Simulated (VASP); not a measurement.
# CdS: single point with PBE

CdS:

```
Cd S
1.0
    -0.05886    2.91352    2.91352
     2.91352   -0.05886    2.91352
     2.91352    2.91352   -0.05886
Cd S
1 1
Cartesian
  0.0000 0.0000 0.0000
  4.3261 4.3261 4.3261
```

This cell differs from its parent crystal: equal xy, yz and zx shear strains of -2 %.

| Property | Result |
| --- | --- |
| Program | VASP 6.6.1 |
| Task | single point |
| Functional | PBE |
| Potentials or basis | VASP PAW PBE potentials, release 64 (Cd, S) |
| Cutoff | 520 eV |
| k mesh | 7 × 7 × 7 |
| Occupations | fermi-dirac, width 0.02 eV |
| Spin | no spin polarisation |

The pressure is 1.6 GPa, the largest force is 0.241 eV/Å and the band gap on the k mesh is 1.04 eV, direct.

Forces on the atoms (eV/Å):
```
Cd   0.139  0.139  0.139
S   -0.139 -0.139 -0.139
```

Stress tensor (GPa, compression positive):
```
1.59 1.07 1.07
1.07 1.59 1.07
1.07 1.07 1.59
```

Levels at points of the mesh, in eV from the valence-band top:
```tsv
k point	band 6	band 7	band 8	band 9	band 10	band 11	band 12	band 13
(0.00, 0.00, 0.00)	-7.24	-0.08	-0.08	0.00	1.04	6.38	6.38	6.77
```

Run time: 17 s on 1 thread of Intel(R) Xeon(R) Platinum 8488C (Sapphire Rapids), on a shared host, peak memory 0.19 GiB.

Caveat: the cell differs from its parent crystal (equal xy, yz and zx shear strains of -2 %).
